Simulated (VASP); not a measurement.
A run of VASP 6.6.1:

The input POSCAR:

```
Y3Ge
1.0
    4.6854712665      0.0000000000      0.0000000000
    0.0000000000      4.6854712665      0.0000000000
    0.0000000000      0.0000000000      4.6854712665
Ge Y
1 3
Direct
    0.0000000000      0.0000000000      0.0000000000
    0.0000000000      0.5000000000      0.5000000000
    0.5000000000      0.0000000000      0.5000000000
    0.5000000000      0.5000000000      0.0000000000
```

The input INCAR.step1:

```
ALGO = Normal
EDIFF = 1E-4
ENCUT = 520
GGA = PE
ISMEAR = -1
LASPH = True
LCHARG = False
LREAL = False
LWAVE = True
NBANDS = 32
NELM = 60
PREC = Accurate
SIGMA = 0.05
```

The input INCAR.step2:

```
ALGO = Normal
EDIFF = 1E-8
ENCUT = 520
ISIF = 2
ISMEAR = -1
ISTART = 1
LASPH = True
LCHARG = False
LEFG = True
LMIXTAU = True
LREAL = False
LWAVE = False
METAGGA = R2SCAN
NBANDS = 32
NELM = 60
PREC = Accurate
SIGMA = 0.05
```

Contents of KPOINTS:

```
k-points
0
Gamma
  8 8 8
```

Potentials or basis: VASP PAW PBE potentials, release 64 (Ge_d, Y_sv).

Launch:

```console
$ cat potpaw_PBE.64/Ge_d/POTCAR potpaw_PBE.64/Y_sv/POTCAR > POTCAR
$ cp INCAR.step1 INCAR
$ mpirun -np 1 vasp_std > vasp.out
$ cp INCAR.step2 INCAR
$ mpirun -np 1 vasp_std > vasp.out
```

Hardware: 1 thread of AMD EPYC 7R43 64-Core Processor (Zen 3) (shared host).

Task: Estimate the wall time of this run.

Result: It took 16 min on 1 thread of AMD EPYC 7R43 64-Core Processor (Zen 3) (shared host), peak memory 0.25 GiB. Counts: k points 35.
